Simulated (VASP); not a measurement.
# Cu (Fm-3m) in VASP: settings compared, part 2 of 2

VASP 6.6.1. Earlier steps stand in the parts before.

## 3. Single point, RPBE+D3(BJ)

This run uses another cell than the first one, of 9.74 Å³/atom, 0.825 times its volume.

File INCAR:

```
SYSTEM = Cu
  ALGO = Normal
  EDIFF = 1E-6
  ENCUT = 600
  GGA = RP
  GGA_COMPAT = .FALSE.
  ISIF = 2
  ISMEAR = -1
  IVDW = 12
  LASPH = .TRUE.
  LCHARG = .FALSE.
  LREAL = .FALSE.
  LWAVE = .FALSE.
  NBANDS = 12
  NELM = 120
  PREC = Accurate
  SIGMA = 0.05
```

File KPOINTS:

```
k-points
0
G
  13 13 13
  0 0 0
```

File POSCAR:

```
Cu
1.0
    0.0000000000      1.6949450793      1.6949450793
    1.6949450793      0.0000000000      1.6949450793
    1.6949450793      1.6949450793      0.0000000000
Cu
1
Direct
    0.0000000000      0.0000000000      0.0000000000
```

Potentials or basis: VASP PAW PBE potentials, release 64 (Cu).

Run with:

```bash
$ cat potpaw_PBE.64/Cu/POTCAR > POTCAR
$ mpirun -np 1 vasp_std > vasp.out
```

OUTCAR:

```text
SYSTEM = Cu
   EDIFF = 1E-6
   ENCUT = 600
   GGA = RP
   ISIF = 2
   ISMEAR = -1
   IVDW = 12
   LASPH = .TRUE.
   LREAL = .FALSE.
   NELM = 120
   PREC = Accurate
 IVDW          = 12

 ion  position               nearest neighbor table
   1  0.000  0.000  0.000-

  LATTYP: Found a face centered cubic cell.
 ALAT       =     3.3898901586

  Lattice vectors:

 A1 = (   0.0000000000,   1.6949450793,   1.6949450793)
 A2 = (   1.6949450793,   0.0000000000,   1.6949450793)
 A3 = (   1.6949450793,   1.6949450793,   0.0000000000)

Analysis of symmetry for initial positions (statically):
=====================================================================
 Subroutine PRICEL returns:
 Original cell was already a primitive cell.

 Routine SETGRP: Setting up the symmetry group for a
 face centered cubic supercell.

 Subroutine GETGRP returns: Found 48 space group operations
[... 9 lines left out ...]

 Routine SETGRP: Setting up the symmetry group for a
 face centered cubic supercell.

 Subroutine GETGRP returns: Found 48 space group operations
[... 11 lines left out ...]
                                     Primitive cell

  volume of cell :       9.7386

  direct lattice vectors                    reciprocal lattice vectors
     0.000000000  1.694945079  1.694945079    -0.294994809  0.294994809  0.294994809
     1.694945079  0.000000000  1.694945079     0.294994809 -0.294994809  0.294994809
     1.694945079  1.694945079  0.000000000     0.294994809  0.294994809 -0.294994809

  length of vectors
     2.397014319  2.397014319  2.397014319     0.510945997  0.510945997  0.510945997

  position of ions in fractional coordinates (direct lattice)
     0.000000000  0.000000000  0.000000000

  ion indices of the primitive-cell ions
   primitive index   ion index
                 1           1

[... 94 lines left out ...]
  Thomas-Fermi vector in A             =   2.784244
   LORBIT       =      0    0 simple, 1 ext, 2 COOP (PROOUT), +10 PAW based schemes
   GGA     = RP    functional components
   LHFCALC =     F    Hartree Fock is set to
   AEXX    =    0.0000 exact exchange contribution
   IVDW    =    12    specifies the selected vdW correction
   LEPSILON=     F    determine dielectric tensor
   LRPA    =     F    only Hartree local field effects (RPA)
 non-spin polarized calculation
  energy-cutoff  :      600.00
  volume of cell :        9.74
 maximum number of plane-waves:       334
   NGX =  9   NGY =  9   NGZ =  9

 number of electron      11.0000011 magnetization

 Free energy of the ion-electron system (eV)
  ---------------------------------------------------
  ext. energy  EPLUGINS =         0.00000000
  ---------------------------------------------------
  free energy    TOTEN  =        -2.89060448 eV

  energy without entropy =       -2.88777920  energy(sigma->0) =       -2.88919184

 E-fermi :  10.6123     XC(G=0): -13.7560

 val. band max:       10.4598699685   @ k =   0.4615   0.2308   0.0000
 cond. band min:      10.6652179146   @ k =   0.4615   0.3077   0.0000
 fundamental gap:      0.2053479461
 Fermi energy:        10.6123495101

 k-point     1 :       0.0000    0.0000    0.0000
  band No.  band energies     occupation
      1      -0.5288      2.00000
      2       6.6918      2.00000
      3       6.6918      2.00000
      4       6.6918      2.00000
      5       7.7964      2.00000
      6       7.7964      2.00000
      7      34.4429      0.00000
      8      38.7204      0.00000
      9      38.7204      0.00000
     10      38.7204      0.00000
     11      41.5501      0.00000
     12      41.5501      0.00000
[... 331 lines left out ...]
 k-point    24 :       0.4615    0.1538    0.0000
  band No.  band energies     occupation
      1       4.4400      2.00000
      2       6.1587      2.00000
      3       6.6800      2.00000
      4       7.0500      2.00000
      5       8.5796      2.00000
      6      10.0383      1.99998
      7      17.6073      0.00000
      8      29.1956      0.00000
      9      31.0911      0.00000
     10      33.3689      0.00000
     11      43.8862      0.00000
     12      44.1279      0.00000

 [... further k-points ...]

------------------------ aborting loop because EDIFF is reached ----------------------------------------

 Edisp (eV)   -3.47467

 E8    (eV) :    -2.2103

  FORCE on cell =-STRESS in cart. coord.  units (eV):
  Direction    XX          YY          ZZ          XY          YZ          ZX
  --------------------------------------------------------------------------------------
  -------------------------------------------------------------------------------------
  Total       0.04874     0.04874     0.04874     0.00000     0.00000    -0.00000
  in kB       8.01871     8.01871     8.01871     0.00000     0.00000    -0.00000
  external pressure =        8.02 kB  Pullay stress =        0.00 kB

 VOLUME and BASIS-vectors are now :
 -----------------------------------------------------------------------------
  energy-cutoff  :      600.00
  volume of cell :        9.74
      direct lattice vectors                 reciprocal lattice vectors
     0.000000000  1.694945079  1.694945079    -0.294994809  0.294994809  0.294994809
     1.694945079  0.000000000  1.694945079     0.294994809 -0.294994809  0.294994809
     1.694945079  1.694945079  0.000000000     0.294994809  0.294994809 -0.294994809

 POSITION                                       TOTAL-FORCE (eV/Angst)
 -----------------------------------------------------------------------------------
      0.00000      0.00000      0.00000        -0.000000      0.000000     -0.000000
 -----------------------------------------------------------------------------------
    total drift:                               -0.000000     -0.000000     -0.000000

  FREE ENERGIE OF THE ION-ELECTRON SYSTEM (eV)
  ---------------------------------------------------
  free  energy   TOTEN  =        -6.3652793279 eV

  energy  without entropy=       -6.3624540441  energy(sigma->0) =       -6.36386669
```

Run time: 17 s. Hardware: 1 thread of AMD EPYC 7R13, shared host; peak memory 0.11 GiB.

Results:

```
Free energy                : -6.3653 eV
Pressure                   : 0.8 GPa
Dispersion energy per atom : -3.475 eV
```

Caveat: the PAW data sets were made with another functional, which shifts forces and pressure a little; pairwise dispersion overbinds metals, which lowers pressure and volume.

## 4. Single point, PBEsol+D4

This run uses another cell than the first one, of 11.03 Å³/atom, 0.934 times its volume.

File INCAR:

```
SYSTEM = Cu
  PREC = Accurate
  ENCUT = 600
  EDIFF = 1E-6
  ISMEAR = -1
  SIGMA = 0.05
  LREAL = .False.
  LASPH = .True.
  NELM = 120
  ALGO = Normal
  ISIF = 2
  LWAVE = .False.
  LCHARG = .False.
  GGA = PS
  IVDW = 13
  NBANDS = 12
  GGA_COMPAT = .False.
```

File KPOINTS:

```
Automatic mesh
0
Gamma
  13 13 13
  0 0 0
```

File POSCAR:

```
Cu
1.0
    0.0000000000      1.7668354007      1.7668354007
    1.7668354007      0.0000000000      1.7668354007
    1.7668354007      1.7668354007      0.0000000000
Cu
1
Direct
    0.0000000000      0.0000000000      0.0000000000
```

Run with:

```bash
$ cat potpaw_PBE.64/Cu/POTCAR > POTCAR
$ mpirun -np 1 vasp_std > vasp.out
```

It took 18 s on 1 thread of AMD EPYC 7R13, shared host; peak memory 0.1 GiB.

It converged, with:

```yaml
Free_energy: -4.6504 eV
Pressure: 0.8 GPa
Dispersion_energy_per_atom: -0.345 eV
```

Levels at points of the mesh, in eV from the Fermi level:
| k point | band 4 | band 5 | band 6 | band 7 | band 8 | band 9 |
| --- | --- | --- | --- | --- | --- | --- |
| (0.00, 0.00, 0.00) | -3.43 | -2.50 | -2.50 | 22.95 | 26.10 | 26.10 |

Caveat: the PAW data sets were made with another functional, which shifts forces and pressure a little; pairwise dispersion overbinds metals, which lowers pressure and volume.

## 5. Single point, PBE

File INCAR:

```
PREC     = Accurate       # precision mode
ENCUT    = 600            # plane-wave cutoff, eV
EDIFF    = 1E-6           # SCF threshold, eV
ISMEAR   = 0              # smearing method
SIGMA    = 0.013000000000000001 # smearing width, eV
LREAL    = F              # projectors in reciprocal space
LASPH    = T              # aspherical terms in the spheres
NELM     = 120            # most SCF steps
ALGO     = Normal         # electronic algorithm
ISIF     = 2              # what is computed and relaxed
LWAVE    = F              # write WAVECAR
LCHARG   = F              # write CHGCAR
GGA      = PE             # functional
NBANDS   = 12             # bands
GGA_COMPAT= F
```

File KPOINTS:

```
regular mesh
0
Gamma
  13 13 13
```

File POSCAR:

```
Cu
1.0
    0.0000000000      1.8075000000      1.8075000000
    1.8075000000      0.0000000000      1.8075000000
    1.8075000000      1.8075000000      0.0000000000
Cu
1
Direct
    0.0000000000      0.0000000000      0.0000000000
```

Run with:

```bash
$ cat potpaw_PBE.64/Cu/POTCAR > POTCAR
$ mpirun -np 1 vasp_std > vasp.out
```

Run time: 24 s. Hardware: 1 thread of AMD EPYC 7R13, shared host; peak memory 0.1 GiB.

The run converged. Its results:

```
Free energy : -3.7269 eV
Pressure    : 2.3 GPa
```

Levels at points of the mesh, in eV from the Fermi level:
```tsv
k point	band 4	band 5	band 6	band 7	band 8	band 9
(0.00, 0.00, 0.00)	-3.24	-2.42	-2.42	22.39	25.03	25.03
```

## 6. The runs side by side

```csv
level,cell,smearing,gap on the mesh (eV),pressure (GPa)
PBE,"a = 2.556 Å, angles 60.0°, 1 atom",gaussian 0.02 eV,none,2.3
RPBE+D3(BJ),"a = 2.397 Å, angles 60.0°, 1 atom",fermi-dirac 0.05 eV,none,0.8
PBEsol+D4,"a = 2.499 Å, angles 60.0°, 1 atom",fermi-dirac 0.05 eV,none,0.8
PBE,"a = 2.556 Å, angles 60.0°, 1 atom",gaussian 0.013 eV,none,2.3
```

Alike in all rows: task single point; potentials or basis VASP PAW PBE potentials, release 64 (Cu); no spin polarisation; k mesh 13 × 13 × 13; cutoff (eV) 600.

Caveats: the PAW data sets were made with another functional, which shifts forces and pressure a little (some runs); pairwise dispersion overbinds metals, which lowers pressure and volume (some runs).

Absolute energies hang on the potentials; compare differences alone.
